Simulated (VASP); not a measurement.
Here is a VASP 6.6.1 calculation.

Contents of INCAR:

```
SYSTEM = SiGe
ALGO = Normal ; EDIFF = 1E-7
ENCUT = 520 ; GGA = PS
ISIF = 2 ; ISMEAR = 0
LASPH = .TRUE. ; LCHARG = .FALSE.
LREAL = .FALSE. ; LWAVE = .FALSE.
NBANDS = 26 ; NELM = 100
PREC = Accurate ; SIGMA = 0.03
```

File KPOINTS:

```
k-points
0
G
  12 12 6
  0 0 0
```

POSCAR

```
SiGe
1.0
    3.9005968916      0.0000000000      0.0000000000
   -1.9502984458      3.3780159980      0.0000000000
    0.0000000000      0.0000000000      6.7011284996
Si Ge
2 2
Direct
    0.6666666667      0.3333333333      0.8745463420
    0.3333333333      0.6666666667      0.3745463420
    0.6666666667      0.3333333333      0.5004526580
    0.3333333333      0.6666666667      0.0004526580
```

Potentials or basis: VASP PAW PBE potentials, release 64 (Si, Ge_d).

The run is started by

```console
$ cat potpaw_PBE.64/Si/POTCAR potpaw_PBE.64/Ge_d/POTCAR > POTCAR
$ mpirun -np 1 vasp_std > vasp.out
```

Q: Estimate the band gap on the k mesh.

A: 0.31 eV, indirect (least direct gap 0.69 eV).

Q: Estimate the pressure.

A: -2.8 GPa.

Q: What does it give for the largest force?

A: 0.265 eV/Å.

Stress tensor (GPa, compression positive):
```
-0.49  0.00  0.00
 0.00 -0.49  0.00
 0.00  0.00 -7.29
```

Caveat: the cell differs from its parent crystal (strain +0.000 along x and y, +0.040 along z); the PAW data sets were made with another functional, which shifts forces and pressure a little. A k mesh can miss the band edges.
